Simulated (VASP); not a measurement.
# NaCuH3 (Pm-3m) in VASP: notebook

The runs below take NaCuH3 through single point, relaxation of cell and atoms, with PBE.

All numbers are computed with VASP 6.6.1; they aren't measurements. Logs are shortened: lines on timing, memory, paths and dates and some standing lists are left out, and cuts for length are marked.

## 1. The cell of the first run

It takes space group Pm-3m (No. 221, cubic). The conventional cell has a = 3.504 Å, b = 3.504 Å, c = 3.504 Å, α = 90.00°, β = 90.00°, γ = 90.00°. Na (site symmetry m-3m) has 12 H at 2.48 Å and 8 Cu at 3.03 Å within 3.3 Å. Within 2.3 Å of Cu (site symmetry m-3m) lie 6 H at 1.75 Å. Within 2.3 Å of H (site symmetry 4/mmm) lie 2 Cu at 1.75 Å.

## 2. Single point, PBE

Contents of INCAR:

```
SYSTEM = NaCuH3
ALGO = Normal ; EDIFF = 1E-6
ENCUT = 520 ; GGA = PE
ISIF = 2 ; ISMEAR = 0
LASPH = .True. ; LCHARG = .True.
LELF = .True. ; LREAL = .False.
LVHAR = .True. ; LWAVE = .False.
NBANDS = 18 ; NELM = 60
PREC = Accurate ; SIGMA = 0.1
```

Contents of KPOINTS:

```
k-points
0
Gamma
  10 10 10
  0 0 0
```

Contents of POSCAR:

```
NaCuH3
1.0
    3.5040654945      0.0000000000      0.0000000000
    0.0000000000      3.5040654945      0.0000000000
    0.0000000000      0.0000000000      3.5040654945
Na Cu H
1 1 3
Direct
    0.5000000000      0.5000000000      0.5000000000
    0.0000000000      0.0000000000      0.0000000000
    0.5000000000      0.0000000000      0.0000000000
    0.0000000000      0.5000000000      0.0000000000
    0.0000000000      0.0000000000      0.5000000000
```

Potentials or basis: VASP PAW PBE potentials, release 64 (Na_pv, Cu, H).

The run is started by

```bash
$ cat potpaw_PBE.64/Na_pv/POTCAR potpaw_PBE.64/Cu/POTCAR potpaw_PBE.64/H/POTCAR > POTCAR
$ mpirun -np 1 vasp_std > vasp.out
```

OUTCAR:

```text
SYSTEM = NaCuH3
   EDIFF = 1E-6
   ENCUT = 520
   GGA = PE
   ISIF = 2
   ISMEAR = 0
   LASPH = .True.
   LREAL = .False.
   NELM = 60
   PREC = Accurate

 ion  position               nearest neighbor table
   1  0.500  0.500  0.500-
   2  0.000  0.000  0.000-   3 1.75   4 1.75   5 1.75   5 1.75   4 1.75   3 1.75
   3  0.500  0.000  0.000-   2 1.75   2 1.75
   4  0.000  0.500  0.000-   2 1.75   2 1.75
   5  0.000  0.000  0.500-   2 1.75   2 1.75

  LATTYP: Found a simple cubic cell.
 ALAT       =     3.5040654945

  Lattice vectors:

 A1 = (   3.5040654945,   0.0000000000,   0.0000000000)
 A2 = (   0.0000000000,   3.5040654945,   0.0000000000)
 A3 = (   0.0000000000,   0.0000000000,   3.5040654945)

Analysis of symmetry for initial positions (statically):
=====================================================================
 Subroutine PRICEL returns:
 Original cell was already a primitive cell.

 Routine SETGRP: Setting up the symmetry group for a
 simple cubic supercell.

 Subroutine GETGRP returns: Found 48 space group operations
 (whereof 48 operations were pure point group operations)
 out of a pool of 48 trial point group operations.

The static configuration has the point symmetry O_h .

Analysis of symmetry for dynamics (positions and initial velocities):
=====================================================================
 Subroutine PRICEL returns:
 Original cell was already a primitive cell.

 Routine SETGRP: Setting up the symmetry group for a
 simple cubic supercell.

 Subroutine GETGRP returns: Found 48 space group operations
 (whereof 48 operations were pure point group operations)
 out of a pool of 48 trial point group operations.

The dynamic configuration has the point symmetry O_h .

 Subroutine INISYM returns: Found 48 space group operations
 (whereof 48 operations are pure point group operations),
 and found     1 'primitive' translations

----------------------------------------------------------------------------------------

                                     Primitive cell

  volume of cell :      43.0246

  direct lattice vectors                    reciprocal lattice vectors
     3.504065494  0.000000000  0.000000000     0.285382794  0.000000000  0.000000000
     0.000000000  3.504065494  0.000000000     0.000000000  0.285382794  0.000000000
     0.000000000  0.000000000  3.504065494     0.000000000  0.000000000  0.285382794

  length of vectors
     3.504065494  3.504065494  3.504065494     0.285382794  0.285382794  0.285382794

  position of ions in fractional coordinates (direct lattice)
     0.500000000  0.500000000  0.500000000
     0.000000000  0.000000000  0.000000000
     0.500000000  0.000000000  0.000000000
     0.000000000  0.500000000  0.000000000
     0.000000000  0.000000000  0.500000000

  ion indices of the primitive-cell ions
   primitive index   ion index
                 1           1
                 2           2
                 3           3
                 4           4
                 5           5

----------------------------------------------------------------------------------------

 KPOINTS: k-points

Automatic generation of k-mesh.
 Grid dimensions read from file:
 generate k-points for:   10   10   10

 Generating k-lattice:

  Cartesian coordinates                     Fractional coordinates (reciprocal lattice)
     0.028538279  0.000000000  0.000000000     0.100000000  0.000000000  0.000000000
     0.000000000  0.028538279  0.000000000     0.000000000  0.100000000  0.000000000
     0.000000000  0.000000000  0.028538279     0.000000000  0.000000000  0.100000000

  Length of vectors
     0.028538279  0.028538279  0.028538279

  Shift w.r.t. Gamma in fractional coordinates (k-lattice)
     0.000000000  0.000000000  0.000000000

 Subroutine IBZKPT returns following result:
 ===========================================

 Found     56 irreducible k-points:

 Following reciprocal coordinates:
            Coordinates               Weight
  0.000000  0.000000  0.000000      1.000000
  0.100000  0.000000  0.000000      6.000000
  0.200000  0.000000  0.000000      6.000000
  0.300000  0.000000  0.000000      6.000000
  0.400000  0.000000  0.000000      6.000000
  0.500000  0.000000  0.000000      3.000000
[... 16 lines left out ...]
  0.200000  0.100000  0.100000     24.000000
  0.300000  0.100000  0.100000     24.000000
 [... further k-points ...]
   k-points           NKPTS =     56   k-points in BZ     NKDIM =     56   number of bands    NBANDS=     18
   number of dos      NEDOS =    301   number of ions     NIONS =      5
   total plane-waves  NPLWV =  21952
   dimension x,y,z NGX =    28 NGY =   28 NGZ =   28
   dimension x,y,z NGXF=    56 NGYF=   56 NGZF=   56
   ions per type =               1   1   3
   NGX,Y,Z   is equivalent  to a cutoff of  13.28, 13.28, 13.28 a.u.
   NGXF,Y,Z  is equivalent  to a cutoff of  26.57, 26.57, 26.57 a.u.
 SYSTEM =  NaCuH3
   PREC   = accura    normal or accurate (medium, high low for compatibility)
   ISTART =      0    job   : 0-new  1-cont  2-samecut
   ICHARG =      2    charge: 1-file 2-atom 10-const
   ISPIN  =      1    spin polarized calculation?
   LNONCOLLINEAR =      F non collinear calculations
   LSORBIT =      F    spin-orbit coupling
   LASPH  =      T    aspherical Exc in radial PAW
   ENCUT  =  520.0 eV  38.22 Ry    6.18 a.u.   6.52  6.52  6.52*2*pi/ulx,y,z
   NELM   =     60;   NELMIN=  2; NELMDL= -5     # of ELM steps
   EDIFF  = 0.1E-05   stopping-criterion for ELM
   LREAL  =      F    real-space projection
   EDIFFG = 0.1E-04   stopping-criterion for IOM
   NSW    =      0    number of steps for IOM
   IBRION =     -1    ionic relax: 0-MD 1-quasi-New 2-CG
   NFREE  =      0    steps in history (QN), initial steepest desc. (CG)
   ISIF   =      2    stress and relaxation
   ISYM   =      2    0-nonsym 1-usesym 2-fastsym
   POTIM  = 0.5000    time-step for ionic-motion
   TEBEG  =    0.0;   TEEND  =   0.0 temperature during run
   PSTRESS=    0.0 pullay stress
   NELECT =      21.0000    total number of electrons
   NUPDOWN=      -1.0000    fix difference up-down
   EMIN   =  10.00;   EMAX   =-10.00  energy-range for DOS
   EFERMI =   0.00;   METHOD = LEGACY
   ISMEAR =     0;   SIGMA  =   0.10  broadening in eV -4-tet -1-fermi 0-gaus
   EFERMI_NEDOS =   21; number of points for ismear=-14 and -15
   IALGO  =     38    algorithm
   IMIX   =      4    mixing-type and parameters
     AMIX     =   0.40;   BMIX     =  1.00
     AMIX_MAG =   1.60;   BMIX_MAG =  1.00
  volume/ion in A,a.u.               =       8.60        58.07
  Fermi-wavevector in a.u.,A,eV,Ry     =   1.288969  2.435798 22.605269  1.661440
  Thomas-Fermi vector in A             =   2.420890
   LORBIT       =      0    0 simple, 1 ext, 2 COOP (PROOUT), +10 PAW based schemes
   GGA     = PE    functional components
   LHFCALC =     F    Hartree Fock is set to
   AEXX    =    0.0000 exact exchange contribution
   IVDW    =     0    specifies the selected vdW correction
   LEPSILON=     F    determine dielectric tensor
   LRPA    =     F    only Hartree local field effects (RPA)
 non-spin polarized calculation
 Gauss-broadening in eV      SIGMA  =   0.10
  energy-cutoff  :      520.00
  volume of cell :       43.02
 maximum number of plane-waves:      1189
 NGX is ok and might be reduce to    28

 number of electron      21.0000001 magnetization

 Free energy of the ion-electron system (eV)
  ---------------------------------------------------
  ext. energy  EPLUGINS =         0.00000000
  ---------------------------------------------------
  free energy    TOTEN  =       -15.31909828 eV

  energy without entropy =      -15.31643524  energy(sigma->0) =      -15.31776676

 E-fermi :   2.8946     XC(G=0):  -9.8418

 val. band max:        2.8340199081   @ k =   0.3000   0.2000   0.2000
 cond. band min:       2.9777534502   @ k =   0.4000   0.2000   0.2000
 fundamental gap:      0.1437335421
 Fermi energy:         2.8946413956

 k-point     1 :       0.0000    0.0000    0.0000
  band No.  band energies     occupation
      1     -20.7463      2.00000
      2     -20.7463      2.00000
      3     -20.7463      2.00000
      4      -6.2585      2.00000
      5      -2.4203      2.00000
      6      -2.4203      2.00000
[... 10 lines left out ...]
     17      16.7192      0.00000
     18      19.6198      0.00000

 k-point     2 :       0.1000    0.0000    0.0000
  band No.  band energies     occupation
      1     -20.7509      2.00000
      2     -20.7459      2.00000
      3     -20.7459      2.00000
      4      -6.1476      2.00000
      5      -2.4078      2.00000
      6      -2.3980      2.00000
[... 10 lines left out ...]
     17      16.4947      0.00000
     18      18.3077      0.00000

 k-point     3 :       0.2000    0.0000    0.0000
  band No.  band energies     occupation
      1     -20.7631      2.00000
      2     -20.7449      2.00000
      3     -20.7449      2.00000
      4      -5.8270      2.00000
      5      -2.3749      2.00000
      6      -2.3443      2.00000
[... 10 lines left out ...]
     17      15.7552      0.00000
     18      16.6195      0.00000

 k-point     4 :       0.3000    0.0000    0.0000
  band No.  band energies     occupation
      1     -20.7780      2.00000
      2     -20.7437      2.00000
      3     -20.7437      2.00000
      4      -5.3438      2.00000
      5      -2.3341      2.00000
      6      -2.2983      2.00000
[... 10 lines left out ...]
     17      15.1690      0.00000
     18      15.1709      0.00000

 k-point     5 :       0.4000    0.0000    0.0000
  band No.  band energies     occupation
      1     -20.7900      2.00000
      2     -20.7427      2.00000
      3     -20.7427      2.00000
      4      -4.8241      2.00000
      5      -2.3129      2.00000
      6      -2.3006      2.00000
[... 10 lines left out ...]
     17      14.1046      0.00000
     18      14.1046      0.00000

 k-point     6 :       0.5000    0.0000    0.0000
  band No.  band energies     occupation
      1     -20.7946      2.00000
      2     -20.7423      2.00000
      3     -20.7423      2.00000
      4      -4.5659      2.00000
      5      -2.3556      2.00000
      6      -2.2878      2.00000
[... 10 lines left out ...]
     17      13.6835      0.00000
     18      13.7320      0.00000

 k-point     7 :       0.1000    0.1000    0.0000
  band No.  band energies     occupation
      1     -20.7510      2.00000
      2     -20.7500      2.00000
      3     -20.7455      2.00000
      4      -6.0368      2.00000
      5      -2.3905      2.00000
      6      -2.3781      2.00000
[... 10 lines left out ...]
     17      16.0053      0.00000
     18      18.0770      0.00000

 k-point     8 :       0.2000    0.1000    0.0000
  band No.  band energies     occupation
      1     -20.7625      2.00000
      2     -20.7493      2.00000
      3     -20.7445      2.00000
      4      -5.7169      2.00000
      5      -2.3553      2.00000
      6      -2.3194      2.00000
[... 10 lines left out ...]
     17      15.3349      0.00000
     18      16.6770      0.00000
[... 229 lines left out ...]
     17      14.9298      0.00000
     18      15.3760      0.00000

 k-point    20 :       0.5000    0.4000    0.0000
  band No.  band energies     occupation
      1     -20.7861      2.00000
      2     -20.7811      2.00000
      3     -20.7386      2.00000
      4      -3.3439      2.00000
      5      -1.6838      2.00000
      6      -1.5360      2.00000
[... 10 lines left out ...]
     17      14.5630      0.00000
     18      15.3729      0.00000

 k-point    21 :       0.5000    0.5000    0.0000
  band No.  band energies     occupation
      1     -20.7852      2.00000
      2     -20.7852      2.00000
      3     -20.7382      2.00000
      4      -3.1902      2.00000
      5      -1.3906      2.00000
      6      -1.3906      2.00000
[... 10 lines left out ...]
     17      14.7265      0.00000
     18      14.7265      0.00000

 k-point    22 :       0.1000    0.1000    0.1000
  band No.  band energies     occupation
      1     -20.7511      2.00000
      2     -20.7496      2.00000
      3     -20.7496      2.00000
      4      -5.9262      2.00000
      5      -2.3648      2.00000
      6      -2.3648      2.00000
[... 10 lines left out ...]
     17      14.8574      0.00000
     18      17.3349      0.00000

 k-point    23 :       0.2000    0.1000    0.1000
  band No.  band energies     occupation
      1     -20.7620      2.00000
      2     -20.7493      2.00000
      3     -20.7485      2.00000
      4      -5.6067      2.00000
      5      -2.3295      2.00000
      6      -2.2993      2.00000
[... 10 lines left out ...]
     17      14.4821      0.00000
     18      17.0188      0.00000

 k-point    24 :       0.3000    0.1000    0.1000
  band No.  band energies     occupation
      1     -20.7766      2.00000
      2     -20.7479      2.00000
      3     -20.7472      2.00000
      4      -5.1254      2.00000
      5      -2.2855      2.00000
      6      -2.2299      2.00000
[... 10 lines left out ...]
     17      14.9080      0.00000
     18      16.6709      0.00000

 [... further k-points ...]

------------------------ aborting loop because EDIFF is reached ----------------------------------------

  FORCE on cell =-STRESS in cart. coord.  units (eV):
  Direction    XX          YY          ZZ          XY          YZ          ZX
  --------------------------------------------------------------------------------------
  -------------------------------------------------------------------------------------
  Total        0.0041033      0.0041033      0.0041033     -0.0000000     -0.0000000      0.0000000
  in kB        0.1528002      0.1528002      0.1528002     -0.0000000     -0.0000000      0.0000000
  external PRESSURE =       0.1528002 kB  Pullay stress =       0.0000000 kB

 VOLUME and BASIS-vectors are now :
 -----------------------------------------------------------------------------
  energy-cutoff  :      520.00
  volume of cell :       43.02
      direct lattice vectors                 reciprocal lattice vectors
     3.504065494  0.000000000  0.000000000     0.285382794  0.000000000  0.000000000
     0.000000000  3.504065494  0.000000000     0.000000000  0.285382794  0.000000000
     0.000000000  0.000000000  3.504065494     0.000000000  0.000000000  0.285382794

 POSITION                                       TOTAL-FORCE (eV/Angst)
 -----------------------------------------------------------------------------------
      1.75203      1.75203      1.75203         0.000000      0.000000      0.000000
      0.00000      0.00000      0.00000         0.000000      0.000000      0.000000
      1.75203      0.00000      0.00000         0.000000      0.000000      0.000000
      0.00000      1.75203      0.00000         0.000000      0.000000      0.000000
      0.00000      0.00000      1.75203         0.000000      0.000000      0.000000
 -----------------------------------------------------------------------------------
    total drift:                               -0.000000      0.000000      0.000000

  FREE ENERGIE OF THE ION-ELECTRON SYSTEM (eV)
  ---------------------------------------------------
  free  energy   TOTEN  =       -15.3190982849 eV

  energy  without entropy=      -15.3164352425  energy(sigma->0) =      -15.31776676
```

Run time: 35 s. Hardware: 1 thread of Intel Xeon 6975P-C, shared host; peak memory 0.18 GiB.

Results:

* Free energy: -15.3191 eV
* Pressure: 0.0 GPa

## 3. Single point, PBE

This run uses another cell than the first one: it holds 10 atoms, not 5.

Contents of INCAR:

```
  PREC = Accurate
  ENCUT = 520
  EDIFF = 1E-7
  ISMEAR = 0
  SIGMA = 0.2
  LREAL = F
  LASPH = T
  NELM = 100
  ALGO = Normal
  ISIF = 2
  LWAVE = F
  LCHARG = F
  GGA = PE
  NBANDS = 32
```

Contents of KPOINTS:

```
regular mesh
0
Gamma
  6 6 4
```

Contents of POSCAR:

```
NaCuH3
1.0
    3.5040654945      0.0000000000      0.0000000000
    0.0000000000      3.5040654945      0.0000000000
    0.0000000000      0.0000000000      7.0081309889
Na Cu H
2 2 6
Direct
    0.5000000000      0.5000000000      0.2500000000
    0.5000000000      0.5000000000      0.7500000000
    1.0000000000      0.0000000000      0.5000000000
    1.0000000000      0.0000000000      1.0000000000
    0.5000000000      0.0000000000      0.0000000000
    0.5000000000      0.0000000000      0.5000000000
    0.0000000000      0.5000000000      0.5000000000
    0.0000000000      0.5000000000      1.0000000000
    0.0000000000      0.0000000000      0.2500000000
    0.0000000000      0.0000000000      0.7500000000
```

Potentials or basis: VASP PAW PBE potentials, release 64 (Na_pv, Cu, H).

The run is started by

```bash
$ cat potpaw_PBE.64/Na_pv/POTCAR potpaw_PBE.64/Cu/POTCAR potpaw_PBE.64/H/POTCAR > POTCAR
$ mpirun -np 1 vasp_std > vasp.out
```

It took 78 s on 1 thread of Intel Xeon 6975P-C, shared host; peak memory 0.23 GiB.

The run converged, but its numbers aren't listed here, since they failed a check.

(Part 1 of 2 ends here.)
